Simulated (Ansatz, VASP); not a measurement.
**Two plane-wave programs on ZrC**

The input INCAR:

```
SYSTEM = ZrC
ALGO     = Normal         ! electronic algorithm
EDIFF    = 1E-6           ! SCF threshold, eV
ENCUT    = 520            ! plane-wave cutoff, eV
GGA      = PE             ! functional
ISIF     = 2              ! what is computed and relaxed
ISMEAR   = 0              ! smearing method
LASPH    = .True.         ! aspherical terms in the spheres
LCHARG   = .False.        ! write CHGCAR
LREAL    = .False.        ! projectors in reciprocal space
LWAVE    = .False.        ! write WAVECAR
NBANDS   = 15             ! bands
NELM     = 100            ! most SCF steps
PREC     = Accurate       ! precision mode
SIGMA    = 0.15           ! smearing width, eV
```

The input KPOINTS:

```
k-points
0
Gamma
  18 18 18
  0 0 0
```

The input POSCAR:

```
ZrC
1.0
    0.0000000000      2.3502100000      2.1621932000
    2.3502100000      0.0000000000      2.1621932000
    2.3502100000      2.3502100000      0.0000000000
Zr C
1 1
Direct
    0.5000000000      0.5000000000      0.5000000000
    0.0000000000      0.0000000000      0.0000000000
```

Input for Ansatz:

```yaml
crystal:
  lattice:
    - [0.0, 2.35021, 2.1621932]
    - [2.35021, 0.0, 2.1621932]
    - [2.35021, 2.35021, 0.0]
  atoms:
    - { symbol: Zr, position: [0.5, 0.5, 0.5] }
    - { symbol: C, position: [0.0, 0.0, 0.0] }
basis:
  ecutwfc: 420
kpoints:
  mp_grid: { grid: [18, 18, 18] }
hamiltonian:
  xc: pbe
scf:
  occupations: { method: gaussian, width: 0.15 }
output:
  forces: true
  stress: true
  eigenvalues: true
```

Change from the starting cell: strain +0.000 along x and y, -0.080 along z, atoms carried along.

Alike in both runs: task single point; functional PBE; k mesh 18 × 18 × 18; occupations gaussian, width 0.15 eV; no spin polarisation.

|  | VASP | Ansatz |
| --- | --- | --- |
| version | VASP 6.6.1 | Ansatz 0.2.0 |
| potentials or method | VASP PAW PBE potentials, release 64 (Zr_sv, C), cutoff 520 eV | scalar-relativistic, plane waves, PAW |
| valence electrons in the cell | 16 | 16 |

Ansatz gave:

| Item | Value |
| --- | --- |
| gap on the k mesh at the Fermi level (eV) | none |
| pressure (GPa) | 27.0 |
| traceless stress, the component that is largest in VASP (GPa) | 31.61 |

Which values does VASP return?

gap on the k mesh at the Fermi level (eV): none; pressure (GPa): 27.3; traceless stress, the component that is largest in VASP (GPa): 31.69.

A gap of «none» marks a metal or a gap that the smearing closes.
